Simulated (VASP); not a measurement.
Wanted: the native input for a VASP 6.6.1 run.

```
Task                   : electric field gradients
Functional             : PBEsol
Potentials or basis    : VASP PAW PBE potentials, release 64 (O)
Cutoff                 : 520 eV
k mesh                 : 13 × 13 × 5
Occupations            : fermi-dirac, width 0.03 eV
Spin                   : no spin polarisation
Dipole correction      : no
Further INCAR settings : ALGO = Normal; EDIFF = 1e-08; NBANDS = 20
```

The structure of O lies in POSCAR:

```
O
1.0
    2.5524342616      0.0000000000      0.0000000000
   -1.2762171308      2.2104729120      0.0000000000
    0.0000000000      0.0000000000      6.5530098692
O
4
Direct
    0.3333333333      0.6666666667      0.1610000000
    0.6666666667      0.3333333333      0.6610000000
    0.3333333333      0.6666666667      0.3390000000
    0.6666666667      0.3333333333      0.8390000000
```

This cell differs from its parent crystal: volume scaled by 0.99.

These files were run (other wordings do the same):

INCAR

```
SYSTEM = O
PREC = Accurate
ENCUT = 520
EDIFF = 1E-8
ISMEAR = -1
SIGMA = 0.03
LREAL = .FALSE.
LASPH = .TRUE.
NELM = 80
ALGO = Normal
ISIF = 2
LWAVE = .FALSE.
LCHARG = .FALSE.
GGA = PS
LEFG = .TRUE.
NBANDS = 20
```

KPOINTS

```
Automatic mesh
0
G
  13 13 5
  0 0 0
```

Potentials or basis: VASP PAW PBE potentials, release 64 (O).

Run with:

```bash
$ cat potpaw_PBE.64/O/POTCAR > POTCAR
$ mpirun -np 1 vasp_std > vasp.out
```

Results of the run:

The pressure is 18.9 GPa. The largest force is 5.041 eV/Å and the band gap on the k mesh is zero (band 12 reaches 3.59 eV, above the bottom of band 13 at 1.58 eV).

Caveat: the standard files for N, O and F lose accuracy on very short bonds; spin is off for a triplet molecule; without QUAD_EFG the Cq values of the log hold for a quadrupole moment of 1 mb, not for the nuclei; the PAW data sets were made with another functional, which shifts forces and pressure a little.

Wall time 22 s on 1 thread of Intel(R) Xeon(R) Platinum 8559C (Emerald Rapids), on a shared host, peak memory 0.16 GiB.
